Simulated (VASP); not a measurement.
# CaHg (Pm-3m) in VASP: density of states with LDA

Aim: the density of states of CaHg with LDA.

All numbers are computed with VASP 6.6.1; they aren't measurements. Logs are shortened: lines on timing, memory, paths and dates and some standing lists are left out, and cuts for length are marked.

## (1) The cell of the first run

It takes space group Pm-3m (No. 221, cubic). Conventional cell: a = 3.651 Å, b = 3.651 Å, c = 3.651 Å, α = 90.00°, β = 90.00°, γ = 90.00°. Within 4.2 Å of Ca (site symmetry m-3m) lie 8 Hg at 3.16 Å and 6 Ca at 3.65 Å. Hg (site symmetry m-3m) has 8 Ca at 3.16 Å and 6 Hg at 3.65 Å within 4.2 Å.

## (2) Density of states, LDA

File POSCAR:

```
CaHg
1.0
    3.6512077697      0.0000000000      0.0000000000
    0.0000000000      3.6512077697      0.0000000000
    0.0000000000      0.0000000000      3.6512077697
Ca Hg
1 1
Direct
    0.0000000000      0.0000000000      0.0000000000
    0.5000000000      0.5000000000      0.5000000000
```

File INCAR.step1:

```
PREC = Accurate ; ENCUT = 520
EDIFF = 1E-6 ; ISMEAR = -1
SIGMA = 0.15 ; LREAL = False
LASPH = True ; NELM = 100
ALGO = Normal ; ISIF = 2
LWAVE = False ; LCHARG = True
NBANDS = 18
```

File KPOINTS.step1:

```
Automatic mesh
0
Gamma
  7 7 7
```

File INCAR.step2:

```
PREC = Accurate ; ENCUT = 520
EDIFF = 1E-6 ; ISMEAR = -5
SIGMA = 0.15 ; LREAL = False
LASPH = True ; NELM = 100
ALGO = Normal ; ISIF = 2
LWAVE = False ; LCHARG = False
LORBIT = 11 ; NBANDS = 18
NEDOS = 1001 ; ICHARG = 11
```

File KPOINTS.step2:

```
Automatic mesh
0
Gamma
  11 11 11
```

Potentials or basis: VASP PAW LDA potentials, release 64 (Ca_sv, Hg).

Command:

```
$ cat potpaw_LDA.64/Ca_sv/POTCAR potpaw_LDA.64/Hg/POTCAR > POTCAR
$ cp INCAR.step1 INCAR
$ cp KPOINTS.step1 KPOINTS
$ mpirun -np 1 vasp_std > vasp.out
$ cp INCAR.step2 INCAR
$ cp KPOINTS.step2 KPOINTS
$ mpirun -np 1 vasp_std > vasp.out
```

OUTCAR:

```text
PREC = Accurate
   ENCUT = 520
   EDIFF = 1E-6
   ISMEAR = -5
   LREAL = False
   LASPH = True
   NELM = 100
   ISIF = 2
   LORBIT = 11
   ICHARG = 11

 ion  position               nearest neighbor table
   1  0.000  0.000  0.000-   2 3.16   2 3.16   2 3.16   2 3.16   2 3.16   2 3.16   2 3.16   2 3.16

   2  0.500  0.500  0.500-   1 3.16   1 3.16   1 3.16   1 3.16   1 3.16   1 3.16   1 3.16   1 3.16

  LATTYP: Found a simple cubic cell.
 ALAT       =     3.6512077697

  Lattice vectors:

 A1 = (   3.6512077697,   0.0000000000,   0.0000000000)
 A2 = (   0.0000000000,   3.6512077697,   0.0000000000)
 A3 = (   0.0000000000,   0.0000000000,   3.6512077697)

Analysis of symmetry for initial positions (statically):
=====================================================================
 Subroutine PRICEL returns:
 Original cell was already a primitive cell.

 Routine SETGRP: Setting up the symmetry group for a
 simple cubic supercell.

 Subroutine GETGRP returns: Found 48 space group operations
 (whereof 48 operations were pure point group operations)
 out of a pool of 48 trial point group operations.

The static configuration has the point symmetry O_h .

Analysis of symmetry for dynamics (positions and initial velocities):
=====================================================================
 Subroutine PRICEL returns:
 Original cell was already a primitive cell.

 Routine SETGRP: Setting up the symmetry group for a
 simple cubic supercell.

 Subroutine GETGRP returns: Found 48 space group operations
 (whereof 48 operations were pure point group operations)
 out of a pool of 48 trial point group operations.

The dynamic configuration has the point symmetry O_h .

 Subroutine INISYM returns: Found 48 space group operations
 (whereof 48 operations are pure point group operations),
 and found     1 'primitive' translations

----------------------------------------------------------------------------------------

                                     Primitive cell

  volume of cell :      48.6754

  direct lattice vectors                    reciprocal lattice vectors
     3.651207770  0.000000000  0.000000000     0.273881976  0.000000000  0.000000000
     0.000000000  3.651207770  0.000000000     0.000000000  0.273881976  0.000000000
     0.000000000  0.000000000  3.651207770     0.000000000  0.000000000  0.273881976

  length of vectors
     3.651207770  3.651207770  3.651207770     0.273881976  0.273881976  0.273881976

  position of ions in fractional coordinates (direct lattice)
     0.000000000  0.000000000  0.000000000
     0.500000000  0.500000000  0.500000000

  ion indices of the primitive-cell ions
   primitive index   ion index
                 1           1
                 2           2

----------------------------------------------------------------------------------------

 KPOINTS: Automatic mesh

Automatic generation of k-mesh.
 Grid dimensions read from file:
 generate k-points for:   11   11   11

 Generating k-lattice:

  Cartesian coordinates                     Fractional coordinates (reciprocal lattice)
     0.024898361  0.000000000  0.000000000     0.090909091  0.000000000  0.000000000
     0.000000000  0.024898361  0.000000000     0.000000000  0.090909091  0.000000000
     0.000000000  0.000000000  0.024898361     0.000000000  0.000000000  0.090909091

  Length of vectors
     0.024898361  0.024898361  0.024898361

  Shift w.r.t. Gamma in fractional coordinates (k-lattice)
     0.000000000  0.000000000  0.000000000

 TETIRR: Found    651 inequivalent tetrahedra from     7986

 Subroutine IBZKPT returns following result:
 ===========================================

 Found     56 irreducible k-points:

 Following reciprocal coordinates:
            Coordinates               Weight
  0.000000  0.000000  0.000000      1.000000
  0.090909  0.000000  0.000000      6.000000
  0.181818  0.000000  0.000000      6.000000
  0.272727  0.000000  0.000000      6.000000
  0.363636  0.000000  0.000000      6.000000
  0.454545  0.000000  0.000000      6.000000
[... 16 lines left out ...]
  0.181818  0.090909  0.090909     24.000000
  0.272727  0.090909  0.090909     24.000000
 [... further k-points ...]
   k-points           NKPTS =     56   k-points in BZ     NKDIM =     56   number of bands    NBANDS=     18
   number of dos      NEDOS =   1001   number of ions     NIONS =      2
   total plane-waves  NPLWV =  21952
   dimension x,y,z NGX =    28 NGY =   28 NGZ =   28
   dimension x,y,z NGXF=    56 NGYF=   56 NGZF=   56
   ions per type =               1   1
   NGX,Y,Z   is equivalent  to a cutoff of  12.75, 12.75, 12.75 a.u.
   NGXF,Y,Z  is equivalent  to a cutoff of  25.50, 25.50, 25.50 a.u.
 SYSTEM =  unknown system
   PREC   = accura    normal or accurate (medium, high low for compatibility)
   ISTART =      0    job   : 0-new  1-cont  2-samecut
   ICHARG =     11    charge: 1-file 2-atom 10-const
   ISPIN  =      1    spin polarized calculation?
   LNONCOLLINEAR =      F non collinear calculations
   LSORBIT =      F    spin-orbit coupling
   LASPH  =      T    aspherical Exc in radial PAW
   ENCUT  =  520.0 eV  38.22 Ry    6.18 a.u.   6.79  6.79  6.79*2*pi/ulx,y,z
   NELM   =    100;   NELMIN=  2; NELMDL=  0     # of ELM steps
   EDIFF  = 0.1E-05   stopping-criterion for ELM
   LREAL  =      F    real-space projection
   EDIFFG = 0.1E-04   stopping-criterion for IOM
   NSW    =      0    number of steps for IOM
   IBRION =     -1    ionic relax: 0-MD 1-quasi-New 2-CG
   NFREE  =      0    steps in history (QN), initial steepest desc. (CG)
   ISIF   =      2    stress and relaxation
   ISYM   =      2    0-nonsym 1-usesym 2-fastsym
   POTIM  = 0.5000    time-step for ionic-motion
   TEBEG  =    0.0;   TEEND  =   0.0 temperature during run
   PSTRESS=    0.0 pullay stress
   NELECT =      22.0000    total number of electrons
   NUPDOWN=      -1.0000    fix difference up-down
   EMIN   =  10.00;   EMAX   =-10.00  energy-range for DOS
   EFERMI =   0.00;   METHOD = LEGACY
   ISMEAR =    -5;   SIGMA  =   0.15  broadening in eV -4-tet -1-fermi 0-gaus
   EFERMI_NEDOS =   21; number of points for ismear=-14 and -15
   IALGO  =     38    algorithm
   IMIX   =      4    mixing-type and parameters
     AMIX     =   0.40;   BMIX     =  1.00
     AMIX_MAG =   1.60;   BMIX_MAG =  1.00
  volume/ion in A,a.u.               =      24.34       164.24
  Fermi-wavevector in a.u.,A,eV,Ry     =   1.256355  2.374167 21.475829  1.578429
  Thomas-Fermi vector in A             =   2.390067
   LORBIT       =     11    0 simple, 1 ext, 2 COOP (PROOUT), +10 PAW based schemes
   GGA     = CA    functional components
   LHFCALC =     F    Hartree Fock is set to
   AEXX    =    0.0000 exact exchange contribution
   IVDW    =     0    specifies the selected vdW correction
   LEPSILON=     F    determine dielectric tensor
   LRPA    =     F    only Hartree local field effects (RPA)
 non-spin polarized calculation
 Fermi weights with tetrahedron method with Bloechl corrections
  energy-cutoff  :      520.00
  volume of cell :       48.68
 maximum number of plane-waves:      1357
 NGX is ok and might be reduce to    28

 number of electron      22.0000000 magnetization

 Free energy of the ion-electron system (eV)
  ---------------------------------------------------
  ext. energy  EPLUGINS =         0.00000000
  ---------------------------------------------------
  free energy    TOTEN  =        -4.52490450 eV

  energy without entropy =       -4.52490450  energy(sigma->0) =       -4.52490450

 E-fermi :   3.5360     XC(G=0): -10.4871

 val. band max:        3.5621634754   @ k =   0.2727   0.2727   0.0000
 cond. band min:       3.4041091992   @ k =   0.4545   0.4545   0.4545
 fundamental gap:     -0.1580542762
 Fermi energy:         3.5359540130

 k-point     1 :       0.0000    0.0000    0.0000
  band No.  band energies     occupation
      1     -37.0439      2.00000
      2     -18.3095      2.00000
      3     -18.3095      2.00000
      4     -18.3095      2.00000
      5      -4.1694      2.00000
      6      -4.1694      2.00000
[... 10 lines left out ...]
     17       8.3383      0.00000
     18       8.3383      0.00000

 k-point     2 :       0.0909    0.0000    0.0000
  band No.  band energies     occupation
      1     -37.0428      2.00000
      2     -18.3250      2.00000
      3     -18.3085      2.00000
      4     -18.3085      2.00000
      5      -4.1604      2.00000
      6      -4.1397      2.00000
[... 10 lines left out ...]
     17       9.1487      0.00000
     18       9.1487      0.00000

 k-point     3 :       0.1818    0.0000    0.0000
  band No.  band energies     occupation
      1     -37.0398      2.00000
      2     -18.3662      2.00000
      3     -18.3060      2.00000
      4     -18.3060      2.00000
      5      -4.1360      2.00000
      6      -4.0696      2.00000
[... 10 lines left out ...]
     17      10.1235      0.00000
     18      10.1235      0.00000

 k-point     4 :       0.2727    0.0000    0.0000
  band No.  band energies     occupation
      1     -37.0359      2.00000
      2     -18.4196      2.00000
      3     -18.3026      2.00000
      4     -18.3026      2.00000
      5      -4.1037      2.00000
      6      -3.9789      2.00000
[... 375 lines left out ...]
      4     -18.3209      2.00000
      5      -4.0972      2.00000
      6      -4.0972      2.00000
[... 10 lines left out ...]
     17       9.1268      0.00000
     18       9.1404      0.00000

 k-point    23 :       0.1818    0.0909    0.0909
  band No.  band energies     occupation
      1     -37.0377      2.00000
      2     -18.3635      2.00000
      3     -18.3205      2.00000
      4     -18.3182      2.00000
      5      -4.0757      2.00000
      6      -4.0090      2.00000
[... 10 lines left out ...]
     17       9.6555      0.00000
     18      10.0470      0.00000

 k-point    24 :       0.2727    0.0909    0.0909
  band No.  band energies     occupation
      1     -37.0338      2.00000
      2     -18.4156      2.00000
      3     -18.3160      2.00000
      4     -18.3147      2.00000
      5      -4.0471      2.00000
      6      -3.9158      2.00000
[... 10 lines left out ...]
     17      10.3006      0.00000
     18      11.0186      0.00000

 [... further k-points ...]

------------------------ aborting loop because EDIFF is reached ----------------------------------------

  FORCE on cell =-STRESS in cart. coord.  units (eV):
  Direction    XX          YY          ZZ          XY          YZ          ZX
  --------------------------------------------------------------------------------------
  -------------------------------------------------------------------------------------
  Total        0.1307436      0.1307436      0.1307436      0.0000000      0.0000000      0.0000000
  in kB        4.3034973      4.3034973      4.3034973      0.0000000      0.0000000      0.0000000
  external PRESSURE =       4.3034973 kB  Pullay stress =       0.0000000 kB

 VOLUME and BASIS-vectors are now :
 -----------------------------------------------------------------------------
  energy-cutoff  :      520.00
  volume of cell :       48.68
      direct lattice vectors                 reciprocal lattice vectors
     3.651207770  0.000000000  0.000000000     0.273881976  0.000000000  0.000000000
     0.000000000  3.651207770  0.000000000     0.000000000  0.273881976  0.000000000
     0.000000000  0.000000000  3.651207770     0.000000000  0.000000000  0.273881976

 POSITION                                       TOTAL-FORCE (eV/Angst)
 -----------------------------------------------------------------------------------
      0.00000      0.00000      0.00000         0.000000      0.000000      0.000000
      1.82560      1.82560      1.82560         0.000000      0.000000      0.000000
 -----------------------------------------------------------------------------------
    total drift:                                0.000000      0.000000      0.000000

  FREE ENERGIE OF THE ION-ELECTRON SYSTEM (eV)
  ---------------------------------------------------
  free  energy   TOTEN  =        -4.5249045027 eV

  energy  without entropy=       -4.5249045027  energy(sigma->0) =       -4.52490450

 total charge

# of ion       s       p       d       tot
------------------------------------------
    1        2.066   5.841   0.266   8.172
    2        0.928   0.416   9.231  10.576
--------------------------------------------------
tot          2.994   6.257   9.497  18.748
```

Run time: 14 s. Hardware: 1 thread of Intel Xeon 6975P-C (Granite Rapids), shared host; peak memory 0.17 GiB.

Results:

- Valence electrons inside the program's atomic spheres: Ca 8.17; Hg 10.58

Caveat: spin-orbit coupling is left out, which moves the levels of the heavy elements; tetrahedron occupations give inexact forces and stress in metals.
